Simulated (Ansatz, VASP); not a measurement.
**Two plane-wave programs on MgO**

Contents of INCAR:

```
SYSTEM = MgO
PREC = Accurate
ENCUT = 520
EDIFF = 1E-6
ISMEAR = 0
SIGMA = 0.05
LREAL = .False.
LASPH = .True.
NELM = 60
ALGO = Normal
ISIF = 2
LWAVE = .False.
LCHARG = .False.
NBANDS = 26
```

File KPOINTS:

```
regular mesh
0
Gamma
  6 6 6
  0 0 0
```

POSCAR

```
MgO
1.0
    4.1607146133      0.0000000000      0.0000000000
    0.0000000000     -4.1607146133      0.0000000000
    0.0000000000      0.0000000000     -4.1607146133
Mg O
4 4
Direct
    0.0000000000      1.0000000000      1.0749871186
    0.5000000000      0.5000000000      1.0000000000
    0.5000000000      1.0000000000      0.5000000000
    0.0000000000      0.5000000000      0.5000000000
    0.5000000000      0.0000000000      0.0000000000
    0.0000000000      0.5000000000      0.0000000000
    0.0000000000      0.0000000000      0.5000000000
    0.5000000000      0.5000000000      0.5000000000
```

Input for Ansatz:

```yaml
crystal:
  lattice:
    - [4.1607146133, 0.0, 0.0]
    - [0.0, -4.1607146133, 0.0]
    - [0.0, 0.0, -4.1607146133]
  atoms:
    - { symbol: Mg, position: [0.0, 1.0, 1.0749871186] }
    - { symbol: Mg, position: [0.5, 0.5, 1.0] }
    - { symbol: Mg, position: [0.5, 1.0, 0.5] }
    - { symbol: Mg, position: [0.0, 0.5, 0.5] }
    - { symbol: O, position: [0.5, 0.0, 0.0] }
    - { symbol: O, position: [0.0, 0.5, 0.0] }
    - { symbol: O, position: [0.0, 0.0, 0.5] }
    - { symbol: O, position: [0.5, 0.5, 0.5] }
basis:
  ecutwfc: 420
kpoints:
  mp_grid: { grid: [6, 6, 6] }
hamiltonian:
  xc: lda
  pseudopotentials: { kind: paw, azcp: { folder: soft_1 } }
scf:
  occupations: { method: gaussian, width: 0.05 }
output:
  forces: true
  stress: true
  eigenvalues: true
```

Alike in both runs: task single point; functional LDA; k mesh 6 × 6 × 6; occupations gaussian, width 0.05 eV; no spin polarisation.

|  | VASP | Ansatz |
| --- | --- | --- |
| version | VASP 6.6.1 | Ansatz 0.2.0 |
| potentials or method | VASP PAW LDA potentials, release 64 (Mg, O), cutoff 520 eV | scalar-relativistic, plane waves, PAW |
| valence electrons in the cell | 32 | 64 |

```tsv
	VASP	Ansatz	Ansatz less VASP
gap on the k mesh at the Fermi level (eV)	5.01	5.01	+0.003
least direct gap on the mesh (eV)	5.01	5.01	+0.003
pressure (GPa)	1.9	3.5	+1.65
traceless stress, the component that is largest in VASP (GPa)	6.94	6.63	-0.310
rms of the force components (eV/Å)	1.152	1.110	-0.0425
```

Ansatz warns that its potentials were made for another functional, while VASP's fit it. LDA's correlation is that of Perdew and Zunger in VASP and of Perdew and Wang (1992) in Ansatz. Atom by atom the forces differ by 0.044 eV/Å (rms over components). VASP's potentials hold 32 valence electrons a cell and Ansatz's 64, so a difference there can come from the potentials and not from the codes.
